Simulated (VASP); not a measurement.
K: single point with PBEsol

Crystal: K.

```
K
1.0
     7.46649    0.00000    0.00000
    -3.73325    6.46617    0.00000
     0.00000    0.00000    4.43953
K
3
Direct
  0.00000 0.00000 0.00000
  0.33333 0.66667 0.50000
  0.66667 0.33333 0.50000
```

This isn't the form of K at room conditions, which is bcc.

```yaml
Program: VASP 6.6.1
Task: single point
Functional: PBEsol
Potentials_or_basis: VASP PAW PBE potentials, release 64 (K_sv)
Cutoff: 520 eV
k_mesh: 5 × 5 × 7
Occupations: fermi-dirac, width 0.1 eV
Spin: no spin polarisation
```

The pressure is 0.0 GPa. The band gap on the k mesh is zero (an odd number of electrons rules out a gap without spin polarisation).

Levels at points of the mesh, in eV from the Fermi level:
```
           k point  band 11  band 12  band 13  band 14  band 15  band 16
(0.00, 0.00, 0.00)   -15.44   -15.42    -2.18     1.17     1.17     1.18
```

Wall time 60 s on 1 thread of Intel(R) Xeon(R) Platinum 8488C (Sapphire Rapids) (shared host), peak memory 0.32 GiB.

Caveat: the PAW data sets were made with another functional, which shifts forces and pressure a little.
